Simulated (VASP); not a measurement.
# ZnS (P6_3mc) in VASP: a series of runs, part 2 of 2

VASP 6.6.1. Earlier steps stand in the parts before.

## 4. Single point, PBE (strain +0.030 along x and y, +0.030 along z)

INCAR

```
PREC     = Accurate       # precision mode
ENCUT    = 520            # plane-wave cutoff, eV
EDIFF    = 1E-7           # SCF threshold, eV
ISMEAR   = 0              # smearing method
SIGMA    = 0.05           # smearing width, eV
LREAL    = False          # projectors in reciprocal space
LASPH    = True           # aspherical terms in the spheres
NELM     = 60             # most SCF steps
ALGO     = Normal         # electronic algorithm
ISIF     = 2              # what is computed and relaxed
LWAVE    = False          # write WAVECAR
LCHARG   = True           # write CHGCAR
GGA      = PE             # functional
LELF     = True           # ELF
LVHAR    = True         
NBANDS   = 46             # bands
```

KPOINTS

```
Automatic mesh
0
Gamma
  12 12 2
```

POSCAR

```
ZnS
1.0
    3.9621251467      0.0000000000      0.0000000000
   -1.9810625733      3.4313010300      0.0000000000
    0.0000000000      0.0000000000     12.9679317746
Zn S
4 4
Direct
    0.0000000000      0.0000000000      0.0000503469
    0.0000000000      0.0000000000      0.5000503469
    0.3333333333      0.6666666667      0.2500245137
    0.6666666667      0.3333333333      0.7500245137
    0.0000000000      0.0000000000      0.1872896978
    0.0000000000      0.0000000000      0.6872896978
    0.3333333333      0.6666666667      0.4376354415
    0.6666666667      0.3333333333      0.9376354415
```

Potentials or basis: VASP PAW PBE potentials, release 64 (Zn, S).

The run is started by

```sh
cat potpaw_PBE.64/Zn/POTCAR potpaw_PBE.64/S/POTCAR > POTCAR
mpirun -np 1 vasp_std > vasp.out
```

OUTCAR:

```text
PREC = Accurate
   ENCUT = 520
   EDIFF = 1E-7
   ISMEAR = 0
   LREAL = False
   LASPH = True
   NELM = 60
   ISIF = 2
   GGA = PE

 ion  position               nearest neighbor table
   1  0.000  0.000  0.000-   8 2.43   8 2.43   8 2.43   5 2.43
   2  0.000  0.000  0.500-   7 2.43   7 2.43   7 2.43   6 2.43
   3  0.333  0.667  0.250-   5 2.43   5 2.43   5 2.43   7 2.43
   4  0.667  0.333  0.750-   6 2.43   6 2.43   6 2.43   8 2.43
   5  0.000  0.000  0.187-   3 2.43   3 2.43   3 2.43   1 2.43
   6  0.000  0.000  0.687-   4 2.43   4 2.43   4 2.43   2 2.43
   7  0.333  0.667  0.438-   2 2.43   2 2.43   2 2.43   3 2.43
   8  0.667  0.333  0.938-   1 2.43   1 2.43   1 2.43   4 2.43

  LATTYP: Found a hexagonal cell.
 ALAT       =     3.9621251467
 C/A-ratio  =     3.2729737942

  Lattice vectors:

 A1 = (   3.9621251467,   0.0000000000,   0.0000000000)
 A2 = (  -1.9810625733,   3.4313010300,   0.0000000000)
 A3 = (   0.0000000000,   0.0000000000,  12.9679317746)

[... 185 lines left out ...]
  free energy    TOTEN  =       -27.15913320 eV

  energy without entropy =      -27.15913320  energy(sigma->0) =      -27.15913320

 E-fermi :   1.3548     XC(G=0):  -9.1157

 val. band max:        1.1497347212   @ k =   0.0000   0.0000   0.0000
 cond. band min:       2.8209998654   @ k =   0.0000   0.0000   0.0000
 fundamental gap:      1.6712651442
 Fermi energy:         1.3548121183

 k-point     1 :       0.0000    0.0000    0.0000
  band No.  band energies     occupation
      1     -11.2931      2.00000
      2     -10.9551      2.00000
      3     -10.9461      2.00000
      4     -10.5540      2.00000
      5      -4.8197      2.00000
      6      -4.8159      2.00000
[... 1165 lines left out ...]
     45       8.5658      0.00000
     46       8.5659      0.00000

 [... further k-points ...]
[... 5 lines left out ...]
  --------------------------------------------------------------------------------------
  -------------------------------------------------------------------------------------
  Total       -5.4121942     -5.4121942     -5.4752455     -0.0000000      0.0000000      0.0000000
  in kB      -49.1842693    -49.1842693    -49.7572595     -0.0000000      0.0000000      0.0000000
  external PRESSURE =     -49.3752660 kB  Pullay stress =       0.0000000 kB

 VOLUME and BASIS-vectors are now :
 -----------------------------------------------------------------------------
  energy-cutoff  :      520.00
  volume of cell :      176.30
      direct lattice vectors                 reciprocal lattice vectors
     3.962125147  0.000000000  0.000000000     0.252389807  0.145717323  0.000000000
    -1.981062573  3.431301030  0.000000000     0.000000000  0.291434646  0.000000000
     0.000000000  0.000000000 12.967931775     0.000000000  0.000000000  0.077113299

 POSITION                                       TOTAL-FORCE (eV/Angst)
 -----------------------------------------------------------------------------------
      0.00000      0.00000      0.00065        -0.000000      0.000000     -0.007069
      0.00000      0.00000      6.48462        -0.000000     -0.000000     -0.007069
     -0.00000      2.28753      3.24230         0.000000     -0.000000     -0.003437
      1.98106      1.14377      9.72627        -0.000000      0.000000     -0.003437
      0.00000      0.00000      2.42876         0.000000      0.000000      0.005664
      0.00000      0.00000      8.91273        -0.000000     -0.000000      0.005664
     -0.00000      2.28753      5.67523        -0.000000      0.000000      0.004842
      1.98106      1.14377     12.15919         0.000000     -0.000000      0.004842
 -----------------------------------------------------------------------------------
    total drift:                               -0.000002     -0.000003     -0.001210

  FREE ENERGIE OF THE ION-ELECTRON SYSTEM (eV)
  ---------------------------------------------------
  free  energy   TOTEN  =       -27.1591332031 eV

  energy  without entropy=      -27.1591332031  energy(sigma->0) =      -27.15913320
```

It took 3.8 min on 1 thread of Intel Xeon Platinum 8488C (Sapphire Rapids), shared host; peak memory 0.41 GiB.

Results:

* Free energy: -27.1591 eV
* Pressure: -4.9 GPa
* Largest force: 0.007 eV/Å
* Band gap on the k mesh: 1.67 eV, direct

Forces in eV/Å, atoms in the order of the input:
```
Zn   0.000  0.000 -0.007
Zn   0.000  0.000 -0.007
Zn   0.000  0.000 -0.003
Zn   0.000  0.000 -0.003
S    0.000  0.000  0.006
S    0.000  0.000  0.006
S    0.000  0.000  0.005
S    0.000  0.000  0.005
```

Levels at points of the mesh, in eV from the valence-band top:
```tsv
k point	band 34	band 35	band 36	band 37	band 38	band 39
(0.00, 0.00, 0.00)	-0.03	0.00	0.00	1.67	2.98	3.06
(0.50, 0.00, 0.00)	-1.32	-0.92	-0.72	3.18	3.39	3.79
(0.00, 0.00, 0.50)	-0.12	-0.12	-0.12	2.54	2.54	3.08
(0.50, 0.00, 0.50)	-1.26	-0.91	-0.91	3.60	3.60	3.94
```

Caveat: the cell differs from its parent crystal (strain +0.030 along x and y, +0.030 along z). A k mesh can miss the band edges.

## 5. Single point, PBE (strain -0.015 along x and y, +0.030 along z)

INCAR

```
SYSTEM = ZnS
  PREC = Accurate
  ENCUT = 520
  EDIFF = 1E-7
  ISMEAR = 0
  SIGMA = 0.05
  LREAL = .False.
  LASPH = .True.
  NELM = 60
  ALGO = Normal
  ISIF = 2
  LWAVE = .False.
  LCHARG = .True.
  GGA = PE
  LELF = .True.
  LVHAR = .True.
  NBANDS = 46
```

KPOINTS

```
regular mesh
0
Gamma
  12 12 2
  0 0 0
```

POSCAR, as its differences from that of step 4:

```diff
@@ -2,4 +2,4 @@
 1.0
-    3.9621251467      0.0000000000      0.0000000000
-   -1.9810625733      3.4313010300      0.0000000000
+    3.7890225917      0.0000000000      0.0000000000
+   -1.8945112959      3.2813898200      0.0000000000
     0.0000000000      0.0000000000     12.9679317746
```

The run is started by

```sh
cat potpaw_PBE.64/Zn/POTCAR potpaw_PBE.64/S/POTCAR > POTCAR
mpirun -np 1 vasp_std > vasp.out
```

Wall time 3 min (1 thread of Intel Xeon 6975P-C (Granite Rapids), shared host); peak memory 0.38 GiB.

The run converged. Its results:

```yaml
Free_energy: -27.3152 eV
Pressure: 0.4 GPa
Largest_force: 0.216 eV/Å
Band_gap_on_the_k_mesh: 1.96 eV, direct
```

Forces in eV/Å, atoms in the order of the input:
```
Zn   0.000  0.000  0.216
Zn   0.000  0.000  0.216
Zn   0.000  0.000  0.208
Zn   0.000  0.000  0.208
S    0.000  0.000 -0.208
S    0.000  0.000 -0.208
S    0.000  0.000 -0.215
S    0.000  0.000 -0.215
```

Stress tensor (GPa, compression positive):
```
 2.26  0.00  0.00
 0.00  2.26  0.00
 0.00  0.00 -3.23
```

Levels at points of the mesh, in eV from the valence-band top:
```tsv
k point	band 32	band 33	band 34	band 35	band 36	band 37	band 38	band 39	band 40	band 41
(0.00, 0.00, 0.00)	-0.38	-0.38	-0.21	0.00	0.00	1.96	3.39	3.47	3.65	6.07
(0.50, 0.00, 0.00)	-1.69	-1.54	-1.53	-1.19	-0.93	3.15	3.24	3.88	4.37	4.73
(0.00, 0.00, 0.50)	-0.63	-0.12	-0.12	-0.12	-0.12	2.88	2.88	3.48	3.48	5.96
(0.50, 0.00, 0.50)	-1.91	-1.55	-1.55	-1.12	-1.12	3.63	3.63	3.96	3.96	4.49
```

Caveat: the cell differs from its parent crystal (strain -0.015 along x and y, +0.030 along z).

## 6. Summary

```csv
cell,gap on the mesh (eV),pressure (GPa),largest force (eV/Å)
"a = 3.847, b = 3.847, c = 12.968 Å, angles 90.0, 90.0, 120.0°, 8 atoms",1.87,-1.7,0.12
"a = 3.962, b = 3.962, c = 12.590 Å, angles 90.0, 90.0, 120.0°, 8 atoms",1.78,-3.4,0.13
"a = 3.962, b = 3.962, c = 12.968 Å, angles 90.0, 90.0, 120.0°, 8 atoms",1.67,-4.9,0.01
"a = 3.789, b = 3.789, c = 12.968 Å, angles 90.0, 90.0, 120.0°, 8 atoms",1.96,0.4,0.22
```

Alike in all rows: task single point; level PBE; potentials or basis VASP PAW PBE potentials, release 64 (Zn, S); no spin polarisation; k mesh 12 × 12 × 2; cutoff (eV) 520; smearing gaussian 0.05 eV.

Total energies depend on the potentials used, so only differences within one code and one set of settings carry meaning.
